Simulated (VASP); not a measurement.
# Y2Ga (Pn-3m) in VASP: a series of runs

The runs below take Y2Ga through single point, relaxation of cell and atoms, with PBE.

Program: VASP 6.6.1. These are calculated values, not measurements. Logs are shortened: lines on timing, memory, paths and dates and some standing lists are left out, and cuts for length are marked.

### 1 The cell of the first run

The structure is cubic, space group Pn-3m (No. 224). Conventional cell: a = 6.154 Å, b = 6.154 Å, c = 6.154 Å, α = 90.00°, β = 90.00°, γ = 90.00°. Within 3.5 Å of Y (site symmetry -3m) lie 2 Ga at 2.66 Å. Ga (site symmetry -43m) has 4 Y at 2.66 Å within 3.5 Å.

### 2 Single point, PBE

File INCAR:

```
PREC = Accurate ; ENCUT = 500
EDIFF = 1E-6 ; ISMEAR = 0
SIGMA = 0.1 ; LREAL = F
LASPH = T ; NELM = 120
ALGO = Normal ; ISIF = 2
LWAVE = F ; LCHARG = T
GGA = PE ; LELF = T
LVHAR = T ; NBANDS = 44
GGA_COMPAT = F
```

File KPOINTS:

```
Automatic mesh
0
Gamma
  6 6 6
```

File POSCAR:

```
Y2Ga
1.0
    6.1539373666      0.0000000000      0.0000000000
    0.0000000000      6.1539373666      0.0000000000
    0.0000000000      0.0000000000      6.1539373666
Y Ga
4 2
Direct
    0.2500000000      0.2500000000      0.2500000000
    0.2500000000      0.7500000000      0.7500000000
    0.7500000000      0.7500000000      0.2500000000
    0.7500000000      0.2500000000      0.7500000000
    0.0000000000      0.0000000000      0.0000000000
    0.5000000000      0.5000000000      0.5000000000
```

Potentials or basis: VASP PAW PBE potentials, release 64 (Y_sv, Ga_d).

Command:

```bash
$ cat potpaw_PBE.64/Y_sv/POTCAR potpaw_PBE.64/Ga_d/POTCAR > POTCAR
$ mpirun -np 1 vasp_std > vasp.out
```

OUTCAR:

```text
PREC = Accurate
   ENCUT = 500
   EDIFF = 1E-6
   ISMEAR = 0
   LREAL = F
   LASPH = T
   NELM = 120
   ISIF = 2
   GGA = PE

 ion  position               nearest neighbor table
   1  0.250  0.250  0.250-   5 2.66   6 2.66   4 4.35   2 4.35   3 4.35   2 4.35   4 4.35   2 4.35
                             3 4.35   2 4.35   3 4.35   4 4.35   4 4.35   3 4.35
   2  0.250  0.750  0.750-   5 2.66   6 2.66   4 4.35   1 4.35   3 4.35   1 4.35   3 4.35   1 4.35
                             4 4.35   1 4.35   3 4.35   4 4.35   3 4.35   4 4.35
   3  0.750  0.750  0.250-   5 2.66   6 2.66   4 4.35   1 4.35   2 4.35   2 4.35   4 4.35   1 4.35
                             4 4.35   4 4.35   1 4.35   2 4.35   2 4.35   1 4.35
   4  0.750  0.250  0.750-   5 2.66   6 2.66   3 4.35   1 4.35   2 4.35   1 4.35   3 4.35   2 4.35
                             3 4.35   3 4.35   1 4.35   2 4.35   1 4.35   2 4.35
   5  0.000  0.000  0.000-   1 2.66   2 2.66   3 2.66   4 2.66
   6  0.500  0.500  0.500-   1 2.66   2 2.66   3 2.66   4 2.66

  LATTYP: Found a simple cubic cell.
 ALAT       =     6.1539373666

  Lattice vectors:

 A1 = (   6.1539373666,   0.0000000000,   0.0000000000)
 A2 = (   0.0000000000,   6.1539373666,   0.0000000000)
 A3 = (   0.0000000000,   0.0000000000,   6.1539373666)

Analysis of symmetry for initial positions (statically):
=====================================================================
 Subroutine PRICEL returns:
 Original cell was already a primitive cell.

 Routine SETGRP: Setting up the symmetry group for a
 simple cubic supercell.

 Subroutine GETGRP returns: Found 48 space group operations
 (whereof 24 operations were pure point group operations)
 out of a pool of 48 trial point group operations.

The static configuration has the point symmetry T_d .
 The point group associated with its full space group is O_h .

Analysis of symmetry for dynamics (positions and initial velocities):
=====================================================================
 Subroutine PRICEL returns:
 Original cell was already a primitive cell.

 Routine SETGRP: Setting up the symmetry group for a
 simple cubic supercell.

 Subroutine GETGRP returns: Found 48 space group operations
 (whereof 24 operations were pure point group operations)
 out of a pool of 48 trial point group operations.

The dynamic configuration has the point symmetry T_d .
 The point group associated with its full space group is O_h .

 Subroutine INISYM returns: Found 48 space group operations
 (whereof 24 operations are pure point group operations),
 and found     1 'primitive' translations

[... 103 lines left out ...]
   ISIF   =      2    stress and relaxation
   ISYM   =      2    0-nonsym 1-usesym 2-fastsym
   POTIM  = 0.5000    time-step for ionic-motion
   TEBEG  =    0.0;   TEEND  =   0.0 temperature during run
   PSTRESS=    0.0 pullay stress
   NELECT =      70.0000    total number of electrons
   NUPDOWN=      -1.0000    fix difference up-down
   EMIN   =  10.00;   EMAX   =-10.00  energy-range for DOS
   EFERMI =   0.00;   METHOD = LEGACY
   ISMEAR =     0;   SIGMA  =   0.10  broadening in eV -4-tet -1-fermi 0-gaus
   EFERMI_NEDOS =   21; number of points for ismear=-14 and -15
   IALGO  =     38    algorithm
   IMIX   =      4    mixing-type and parameters
     AMIX     =   0.40;   BMIX     =  1.00
     AMIX_MAG =   1.60;   BMIX_MAG =  1.00
  volume/ion in A,a.u.               =      38.84       262.12
  Fermi-wavevector in a.u.,A,eV,Ry     =   1.096363  2.071826 16.354369  1.202012
  Thomas-Fermi vector in A             =   2.232704
   LORBIT       =      0    0 simple, 1 ext, 2 COOP (PROOUT), +10 PAW based schemes
   GGA     = PE    functional components
   LHFCALC =     F    Hartree Fock is set to
   AEXX    =    0.0000 exact exchange contribution
   IVDW    =     0    specifies the selected vdW correction
   LEPSILON=     F    determine dielectric tensor
   LRPA    =     F    only Hartree local field effects (RPA)
 non-spin polarized calculation
 Gauss-broadening in eV      SIGMA  =   0.10
  energy-cutoff  :      500.00
  volume of cell :      233.06
 maximum number of plane-waves:      5960
 NGX is ok and might be reduce to    48
   NGX = 23   NGY = 23   NGZ = 23

 number of electron      70.0000007 magnetization

 Free energy of the ion-electron system (eV)
  ---------------------------------------------------
  ext. energy  EPLUGINS =         0.00000000
  ---------------------------------------------------
  free energy    TOTEN  =       -28.01545155 eV

  energy without entropy =      -27.99377293  energy(sigma->0) =      -28.00461224

 E-fermi :   1.6979     XC(G=0):  -8.3138

 val. band max:        1.6703311137   @ k =   0.0000   0.0000   0.0000
 cond. band min:       1.7050872464   @ k =   0.1667   0.0000   0.0000
 fundamental gap:      0.0347561327
 Fermi energy:         1.6978656752

 k-point     1 :       0.0000    0.0000    0.0000
  band No.  band energies     occupation
      1     -41.7392      2.00000
      2     -41.7330      2.00000
      3     -41.7330      2.00000
      4     -41.7330      2.00000
      5     -21.7688      2.00000
      6     -21.7688      2.00000
[... 929 lines left out ...]
     43       4.2374      0.00000
     44       4.2375      0.00000

------------------------ aborting loop because EDIFF is reached ----------------------------------------

  FORCE on cell =-STRESS in cart. coord.  units (eV):
  Direction    XX          YY          ZZ          XY          YZ          ZX
  --------------------------------------------------------------------------------------
  -------------------------------------------------------------------------------------
  Total        0.0323586      0.0323586      0.0323586     -0.0000000      0.0000000     -0.0000000
  in kB        0.2224547      0.2224547      0.2224547     -0.0000000      0.0000000     -0.0000000
  external PRESSURE =       0.2224547 kB  Pullay stress =       0.0000000 kB

 VOLUME and BASIS-vectors are now :
 -----------------------------------------------------------------------------
  energy-cutoff  :      500.00
  volume of cell :      233.06
      direct lattice vectors                 reciprocal lattice vectors
     6.153937367  0.000000000  0.000000000     0.162497591  0.000000000  0.000000000
     0.000000000  6.153937367  0.000000000     0.000000000  0.162497591  0.000000000
     0.000000000  0.000000000  6.153937367     0.000000000  0.000000000  0.162497591

 POSITION                                       TOTAL-FORCE (eV/Angst)
 -----------------------------------------------------------------------------------
      1.53848      1.53848      1.53848        -0.000000      0.000000      0.000000
      1.53848      4.61545      4.61545         0.000000     -0.000000      0.000000
      4.61545      4.61545      1.53848         0.000000     -0.000000     -0.000000
      4.61545      1.53848      4.61545        -0.000000      0.000000      0.000000
      0.00000      0.00000      0.00000        -0.000000     -0.000000      0.000000
      3.07697      3.07697      3.07697         0.000000      0.000000      0.000000
 -----------------------------------------------------------------------------------
    total drift:                               -0.000000     -0.000000      0.000000

  FREE ENERGIE OF THE ION-ELECTRON SYSTEM (eV)
  ---------------------------------------------------
  free  energy   TOTEN  =       -28.0154515521 eV

  energy  without entropy=      -27.9937729291  energy(sigma->0) =      -28.00461224
```

stdout:

```text
POSCAR found type information on POSCAR Y Ga
 POSCAR found :  2 types and       6 ions
 scaLAPACK will be used
 LDA part: xc-table for (Slater+PW92), standard interpolation
 POSCAR, INCAR and KPOINTS ok, starting setup
 FFT: planning ... GRIDC
 FFT: planning ... GRID_SOFT
 FFT: planning ... GRID
 WAVECAR not read
 entering main loop
```

Wall time 99 s (1 thread of Intel Xeon 6975P-C (Granite Rapids), shared host); peak memory 0.41 GiB.

Results:

```
Free energy            : -28.0155 eV
Pressure               : 0.0 GPa
Band gap on the k mesh : zero (bands 35 and 36 overlap by 0.86 eV)
```

Levels at points of the mesh, in eV from the Fermi level:
```
           k point  band 32  band 33  band 34  band 35  band 36  band 37  band 38  band 39
(0.00, 0.00, 0.00)    -1.81    -0.03    -0.03     0.68     0.68     0.68     0.85     0.85
(0.50, 0.00, 0.00)    -0.94    -0.84    -0.84    -0.10    -0.10     0.29     0.29     1.16
(0.50, 0.50, 0.00)    -0.70    -0.36    -0.36    -0.19    -0.19     0.34     0.34     1.30
(0.50, 0.50, 0.50)    -0.75    -0.75    -0.75     0.01     0.01     0.01     1.12     1.12
```

### 3 Relaxation of cell and atoms, PBE

This run uses another cell than the first one, of 26.74 Å³/atom.

File INCAR:

```
PREC = Accurate ; ENCUT = 500
EDIFF = 1E-7 ; ISMEAR = 0
SIGMA = 0.1 ; LREAL = False
LASPH = True ; NELM = 120
ALGO = Normal ; ISIF = 3
LWAVE = False ; LCHARG = False
GGA = PE ; IBRION = 2
NSW = 90 ; EDIFFG = -0.04
GGA_COMPAT = False ; NELMIN = 4
```

File KPOINTS:

```
regular mesh
0
Gamma
  4 4 4
```

Changes to POSCAR since step 2:

```diff
@@ -2,5 +2,5 @@
 1.0
-    6.1539373666      0.0000000000      0.0000000000
-    0.0000000000      6.1539373666      0.0000000000
-    0.0000000000      0.0000000000      6.1539373666
+    5.4335089816      0.0000000000      0.0000000000
+    0.0000000000      5.4335089816      0.0000000000
+    0.0000000000      0.0000000000      5.4335089816
 Y Ga
```

Potentials or basis: VASP PAW PBE potentials, release 64 (Y_sv, Ga_d).

Command:

```bash
$ cat potpaw_PBE.64/Y_sv/POTCAR potpaw_PBE.64/Ga_d/POTCAR > POTCAR
$ mpirun -np 1 vasp_std > vasp.out
```

Wall time 2.8 min (1 thread of Intel Xeon 6975P-C (Granite Rapids), shared host); peak memory 0.28 GiB.

The run converged. Its results:

```yaml
Free_energy: -27.9848 eV
Relaxed_volume: 38.85 Å³/atom
Relaxed_cell: a = 6.154 Å, b = 6.154 Å, c = 6.154 Å, α = 90.00°, β = 90.00°, γ = 90.00°
Space_group_after_relaxing_to_0.1_Å: Pn-3m (No. 224)
Energy_gained_by_relaxing: 695.0 meV/atom
Ionic_steps: 4
Pressure_after_relaxing: -0.1 GPa
Band_gap_on_the_k_mesh: zero (bands 35 and 36 overlap by 0.86 eV)
```

Step by step:
```
step  energy change (eV)  largest force (eV/Å)  pressure (GPa)  volume (Å³)
   1              0.0000                0.0000           24.95       160.41
   2             -3.5074                0.0000           -4.06       277.77
   3             -4.1688                0.0000            0.22       231.18
   4             -4.1698                0.0000           -0.05       233.10
```

Final structure:
```
Y Ga
1.0
     6.15429    0.00000    0.00000
     0.00000    6.15429    0.00000
     0.00000    0.00000    6.15429
Y Ga
4 2
Cartesian
  1.5386 1.5386 1.5386
  1.5386 4.6157 4.6157
  4.6157 4.6157 1.5386
  4.6157 1.5386 4.6157
  6.1543 6.1543 0.0000
  3.0771 3.0771 3.0771
```

Levels at points of the mesh, in eV from the Fermi level:
| k point | band 31 | band 32 | band 33 | band 34 | band 35 | band 36 | band 37 | band 38 | band 39 | band 40 |
| --- | --- | --- | --- | --- | --- | --- | --- | --- | --- | --- |
| (0.00, 0.00, 0.00) | -1.95 | -1.79 | -0.01 | -0.01 | 0.69 | 0.69 | 0.69 | 0.87 | 0.87 | 1.53 |
| (0.50, 0.00, 0.00) | -0.93 | -0.93 | -0.83 | -0.83 | -0.09 | -0.09 | 0.31 | 0.31 | 1.18 | 1.18 |
| (0.50, 0.50, 0.00) | -0.68 | -0.68 | -0.35 | -0.35 | -0.17 | -0.17 | 0.35 | 0.35 | 1.32 | 1.32 |
| (0.50, 0.50, 0.50) | -1.97 | -0.73 | -0.73 | -0.73 | 0.03 | 0.03 | 0.03 | 1.14 | 1.14 | 1.44 |

Caveat: the volume moved by over 15 % at a fixed basis, so the end points are rough.

[end of part 1 of 2]
